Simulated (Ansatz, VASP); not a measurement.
# One calculation of MgO, two programs

```
Mg O
1.0
     3.55650    0.00000    0.00000
    -1.77825    3.08002    0.00000
     0.00000    0.00000    4.02740
Mg O
2 2
Direct
  0.66667 0.33333 0.75000
  0.33333 0.66667 0.25000
  0.66667 0.33333 0.25000
  0.33333 0.66667 0.75000
```

Alike in both runs: task single point; functional PBE; k mesh 9 × 9 × 6; occupations gaussian, width 0.05 eV; no spin polarisation.

|  | VASP | Ansatz |
| --- | --- | --- |
| version | VASP 6.6.1 | Ansatz 0.2.0 |
| potentials or method | VASP PAW PBE potentials, release 64 (Mg, O), cutoff 520 eV | scalar-relativistic, plane waves, PAW |
| valence electrons in the cell | 16 | 32 |

|  | VASP | Ansatz | Ansatz less VASP |
| --- | --- | --- | --- |
| gap on the k mesh at the Fermi level (eV) | 3.49 | 3.51 | +0.020 |
| least direct gap on the mesh (eV) | 3.49 | 3.51 | +0.020 |
| pressure (GPa) | 4.9 | 5.5 | +0.66 |
| traceless stress, the component that is largest in VASP (GPa) | 8.55 | 8.59 | +0.039 |

VASP's potentials hold 16 valence electrons a cell and Ansatz's 32, so a difference there can come from the potentials and not from the codes.
